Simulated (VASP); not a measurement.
# Cu (Cmcm) in VASP: a series of runs

Runs on Cu. Level: LDA. Tasks: single point.

Everything below comes from runs of VASP 6.6.1. Logs are shortened: lines on timing, memory, paths and dates and some standing lists are left out, and cuts for length are marked.

### Step 1. The cell of the first run

Symmetry: Cmcm, No. 63, orthorhombic system. The conventional cell has a = 2.395 Å, b = 7.816 Å, c = 2.439 Å, α = 90.00°, β = 90.00°, γ = 90.00°. Cu (site symmetry m2m) has 10 Cu at 2.40 to 2.49 Å within 3.2 Å.

### Step 2. Single point, LDA

File INCAR:

```
SYSTEM = Cu
PREC = Accurate ; ENCUT = 520
EDIFF = 1E-6 ; ISMEAR = -1
SIGMA = 0.1 ; LREAL = .False.
LASPH = .True. ; NELM = 100
ALGO = Normal ; ISIF = 2
LWAVE = .False. ; LCHARG = .False.
GGA = CA ; NBANDS = 18
```

File KPOINTS:

```
regular mesh
0
Gamma
  14 14 13
  0 0 0
```

File POSCAR:

```
Cu
1.0
    1.1975565739     -3.9081489792      0.0000000000
    1.1975565739      3.9081489792      0.0000000000
    0.0000000000      0.0000000000      2.4386889633
Cu
2
Direct
    0.1337282373      0.8662717627      0.2500000000
    0.8662717627      0.1337282373      0.7500000000
```

Potentials or basis: VASP PAW LDA potentials, release 64 (Cu).

Launch:

```sh
$ cat potpaw_LDA.64/Cu/POTCAR > POTCAR
$ mpirun -np 1 vasp_std > vasp.out
```

OUTCAR:

```text
SYSTEM = Cu
   PREC = Accurate
   ENCUT = 520
   EDIFF = 1E-6
   ISMEAR = -1
   LREAL = .False.
   LASPH = .True.
   NELM = 100
   ISIF = 2
   GGA = CA

 ion  position               nearest neighbor table
   1  0.134  0.866  0.250-   2 2.42   2 2.42   2 2.49   2 2.49   2 2.49   2 2.49
   2  0.866  0.134  0.750-   1 2.42   1 2.42   1 2.49   1 2.49   1 2.49   1 2.49

  LATTYP: Found a base centered orthorhombic cell.
 ALAT       =     2.3951131478
 B/A-ratio  =     3.2634357861
 C/A-ratio  =     1.0181936355

  Lattice vectors:

 A1 = (   1.1975565739,  -3.9081489792,   0.0000000000)
 A2 = (   1.1975565739,   3.9081489792,   0.0000000000)
 A3 = (   0.0000000000,   0.0000000000,   2.4386889633)

Analysis of symmetry for initial positions (statically):
=====================================================================
 Subroutine PRICEL returns:
 Original cell was already a primitive cell.

 Routine SETGRP: Setting up the symmetry group for a
 base centered orthorhombic supercell.

 Subroutine GETGRP returns: Found  8 space group operations
 (whereof  4 operations were pure point group operations)
 out of a pool of  8 trial point group operations.

The static configuration has the point symmetry C_2h.
 The point group associated with its full space group is D_2h.

Analysis of symmetry for dynamics (positions and initial velocities):
=====================================================================
 Subroutine PRICEL returns:
 Original cell was already a primitive cell.

 Routine SETGRP: Setting up the symmetry group for a
 base centered orthorhombic supercell.

 Subroutine GETGRP returns: Found  8 space group operations
 (whereof  4 operations were pure point group operations)
 out of a pool of  8 trial point group operations.

The dynamic configuration has the point symmetry C_2h.
 The point group associated with its full space group is D_2h.

 Subroutine INISYM returns: Found  8 space group operations
 (whereof  4 operations are pure point group operations),
 and found     1 'primitive' translations

----------------------------------------------------------------------------------------

                                     Primitive cell

  volume of cell :      22.8272

  direct lattice vectors                    reciprocal lattice vectors
     1.197556574 -3.908148979  0.000000000     0.417516810 -0.127937804  0.000000000
     1.197556574  3.908148979  0.000000000     0.417516810  0.127937804  0.000000000
[... 78 lines left out ...]
   ICHARG =      2    charge: 1-file 2-atom 10-const
   ISPIN  =      1    spin polarized calculation?
   LNONCOLLINEAR =      F non collinear calculations
   LSORBIT =      F    spin-orbit coupling
   LASPH  =      T    aspherical Exc in radial PAW
   ENCUT  =  520.0 eV  38.22 Ry    6.18 a.u.   7.60  7.60  4.53*2*pi/ulx,y,z
   NELM   =    100;   NELMIN=  2; NELMDL= -5     # of ELM steps
   EDIFF  = 0.1E-05   stopping-criterion for ELM
   LREAL  =      F    real-space projection
   EDIFFG = 0.1E-04   stopping-criterion for IOM
   NSW    =      0    number of steps for IOM
   IBRION =     -1    ionic relax: 0-MD 1-quasi-New 2-CG
   NFREE  =      0    steps in history (QN), initial steepest desc. (CG)
   ISIF   =      2    stress and relaxation
   ISYM   =      2    0-nonsym 1-usesym 2-fastsym
   POTIM  = 0.5000    time-step for ionic-motion
   TEBEG  =    0.0;   TEEND  =   0.0 temperature during run
   PSTRESS=    0.0 pullay stress
   NELECT =      22.0000    total number of electrons
   NUPDOWN=      -1.0000    fix difference up-down
   EMIN   =  10.00;   EMAX   =-10.00  energy-range for DOS
   EFERMI =   0.00;   METHOD = LEGACY
   ISMEAR =    -1;   SIGMA  =   0.10  broadening in eV -4-tet -1-fermi 0-gaus
   EFERMI_NEDOS =   21; number of points for ismear=-14 and -15
   IALGO  =     38    algorithm
   IMIX   =      4    mixing-type and parameters
     AMIX     =   0.40;   BMIX     =  1.00
     AMIX_MAG =   1.60;   BMIX_MAG =  1.00
  volume/ion in A,a.u.               =      11.41        77.02
  Fermi-wavevector in a.u.,A,eV,Ry     =   1.617079  3.055836 35.578474  2.614944
  Thomas-Fermi vector in A             =   2.711562
   LORBIT       =      0    0 simple, 1 ext, 2 COOP (PROOUT), +10 PAW based schemes
   GGA     = CA    functional components
   LHFCALC =     F    Hartree Fock is set to
   AEXX    =    0.0000 exact exchange contribution
   IVDW    =     0    specifies the selected vdW correction
   LEPSILON=     F    determine dielectric tensor
   LRPA    =     F    only Hartree local field effects (RPA)
 non-spin polarized calculation
  energy-cutoff  :      520.00
  volume of cell :       22.83
 maximum number of plane-waves:       632
   NGX = 15   NGY = 15   NGZ =  9

 number of electron      21.9999997 magnetization

 Free energy of the ion-electron system (eV)
  ---------------------------------------------------
  ext. energy  EPLUGINS =         0.00000000
  ---------------------------------------------------
  free energy    TOTEN  =        -9.10611892 eV

  energy without entropy =       -9.08894619  energy(sigma->0) =       -9.09753255

 E-fermi :   7.7582     XC(G=0): -13.2645

 val. band max:        7.7466933476   @ k =  -0.4286   0.3571   0.4615
 cond. band min:       7.7587636407   @ k =  -0.4286   0.3571   0.3846
 fundamental gap:      0.0120702931
 Fermi energy:         7.7582374203

 k-point     1 :       0.0000    0.0000    0.0000
  band No.  band energies     occupation
      1      -1.8375      2.00000
      2       2.4931      2.00000
      3       3.2773      2.00000
      4       3.7877      2.00000
      5       4.5490      2.00000
      6       4.8579      2.00000
[... 481 lines left out ...]
      5       4.6183      2.00000
      6       4.7364      2.00000
[... 10 lines left out ...]
     17      28.8974      0.00000
     18      30.2022      0.00000

 [... further k-points ...]
[... 5 lines left out ...]
  --------------------------------------------------------------------------------------
  -------------------------------------------------------------------------------------
  Total        0.1521602      0.1149279      0.1466784      0.0000000      0.0000000      0.0000000
  in kB       10.6796744      8.0664498     10.2949249      0.0000000      0.0000000      0.0000000
  external PRESSURE =       9.6803497 kB  Pullay stress =       0.0000000 kB

 VOLUME and BASIS-vectors are now :
 -----------------------------------------------------------------------------
  energy-cutoff  :      520.00
  volume of cell :       22.83
      direct lattice vectors                 reciprocal lattice vectors
     1.197556574 -3.908148979  0.000000000     0.417516810 -0.127937804  0.000000000
     1.197556574  3.908148979  0.000000000     0.417516810  0.127937804  0.000000000
     0.000000000  0.000000000  2.438688963     0.000000000  0.000000000  0.410056393

 POSITION                                       TOTAL-FORCE (eV/Angst)
 -----------------------------------------------------------------------------------
      1.19756      2.86289      0.60967         0.000000      0.005920     -0.000000
      1.19756     -2.86289      1.82902         0.000000     -0.005920      0.000000
 -----------------------------------------------------------------------------------
    total drift:                                0.000000     -0.000000     -0.000000

  FREE ENERGIE OF THE ION-ELECTRON SYSTEM (eV)
  ---------------------------------------------------
  free  energy   TOTEN  =        -9.1061189179 eV

  energy  without entropy=       -9.0889461887  energy(sigma->0) =       -9.09753255
```

Wall time 1.9 min (1 thread of Intel Xeon 6975P-C, shared host); peak memory 0.24 GiB.

What came out:

* Free energy: -9.1061 eV
* Pressure: 1.0 GPa
* Largest force: 0.006 eV/Å
* Band gap on the k mesh: zero (band 11 reaches 11.51 eV, above the bottom of band 12 at 6.06 eV)

Forces on the atoms (eV/Å):
```
Cu   0.000  0.006  0.000
Cu   0.000 -0.006  0.000
```

Stress tensor (GPa, compression positive):
```
1.07 0.00 0.00
0.00 0.81 0.00
0.00 0.00 1.03
```

Levels at points of the mesh, in eV from the Fermi level:
```
           k point  band 7  band 8  band 9  band 10  band 11  band 12  band 13  band 14  band 15  band 16
(0.00, 0.00, 0.00)   -2.44   -2.11   -1.90    -1.75    -1.48    -0.11     5.10    15.07    19.00    19.87
(0.50, 0.00, 0.00)   -2.85   -2.62   -2.22    -1.72    -0.47     1.40     2.62     7.23    13.32    16.29
(0.50, 0.50, 0.00)   -2.72   -2.43   -2.41    -2.00    -1.65    -1.57    14.10    15.84    16.03    18.08
```

### Step 3. Single point, LDA

This run uses another cell than the first one, of 11.99 Å³/atom, 1.051 times its volume.

File INCAR:

```
SYSTEM = Cu
ALGO = Normal ; EDIFF = 1E-6
ENCUT = 520 ; ISIF = 2
ISMEAR = -1 ; LASPH = .True.
LCHARG = .True. ; LELF = .True.
LREAL = .False. ; LVHAR = .True.
LWAVE = .False. ; NBANDS = 18
NELM = 100 ; PREC = Accurate
SIGMA = 0.1
```

File KPOINTS:

```
k-points
0
Gamma
  14 14 13
  0 0 0
```

File POSCAR:

```
Cu
1.0
    1.2184636900     -3.9763780100      0.0000000000
    1.2184636900      3.9763780100      0.0000000000
    0.0000000000      0.0000000000      2.4754955200
Cu
2
Direct
    0.1338666500      0.8661333500      0.2500000000
    0.8661333500      0.1338666500      0.7500000000
```

Potentials or basis: VASP PAW LDA potentials, release 64 (Cu).

Launch:

```sh
$ cat potpaw_LDA.64/Cu/POTCAR > POTCAR
$ mpirun -np 1 vasp_std > vasp.out
```

Run time: 96 s. Hardware: 1 thread of Intel Xeon 6975P-C, shared host; peak memory 0.25 GiB.

The run converged. Its results:

- Free energy: -9.0840 eV
- Pressure: -6.5 GPa
- Largest force: 0.042 eV/Å
- Band gap on the k mesh: zero (band 11 reaches 10.79 eV, above the bottom of band 12 at 5.47 eV)

Forces on the atoms (eV/Å):
```
Cu   0.000 -0.042  0.000
Cu   0.000  0.042  0.000
```

Stress tensor (GPa, compression positive):
```
-6.14  0.00  0.00
 0.00 -6.98  0.00
 0.00  0.00 -6.31
```

Levels at points of the mesh, in eV from the Fermi level:
```tsv
k point	band 8	band 9	band 10	band 11	band 12	band 13	band 14	band 15
(0.00, 0.00, 0.00)	-2.03	-1.84	-1.70	-1.45	-0.01	4.80	14.71	18.35
(0.50, 0.00, 0.00)	-2.51	-2.13	-1.67	-0.46	1.28	2.54	6.90	12.89
(0.50, 0.50, 0.00)	-2.32	-2.30	-1.93	-1.60	-1.53	13.62	15.33	15.52
```
